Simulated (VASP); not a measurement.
Crystal: Sn.

```xyz
1
Lattice="-2.0292 2.0292 1.6608 2.0292 -2.0292 1.6608 2.0292 2.0292 -1.6608" Properties=species:S:1:pos:R:3 pbc="T T T"
Sn    0.0000    0.0000    0.0000
```

```yaml
Program: VASP 6.6.1
Task: relaxation of cell and atoms
Functional: RPBE
Potentials_or_basis: VASP PAW PBE potentials, release 64 (Sn_d)
Cutoff: 600 eV
k_mesh: 10 × 10 × 10
Occupations: fermi-dirac, width 0.05 eV
Spin: no spin polarisation
```

At the start: pressure 2.3 GPa; volume 27.35 Å³/atom.

Question: How do energy, volume and symmetry change on relaxing?

Answer: Over 3 steps the energy falls by 9.6 meV/atom and the volume is 28.66 Å³/atom (+4.8 %); space group I4/mmm (No. 139, to 0.05 Å).

The path:
| step | energy change (eV) | largest force (eV/Å) | pressure (GPa) | volume (Å³) |
| --- | --- | --- | --- | --- |
| 1 | 0.0000 | 0.0000 | 2.26 | 27.35 |
| 2 | -0.0093 | 0.0000 | -0.36 | 28.91 |
| 3 | -0.0096 | 0.0000 | 0.01 | 28.66 |

Final structure:
```xyz
1
Lattice="-2.0538 2.0538 1.6983 2.0538 -2.0538 1.6983 2.0538 2.0538 -1.6983" Properties=species:S:1:pos:R:3 pbc="T T T"
Sn    0.0000    0.0000    0.0000
```

Caveat: the PAW data sets were made with another functional, which shifts forces and pressure a little.
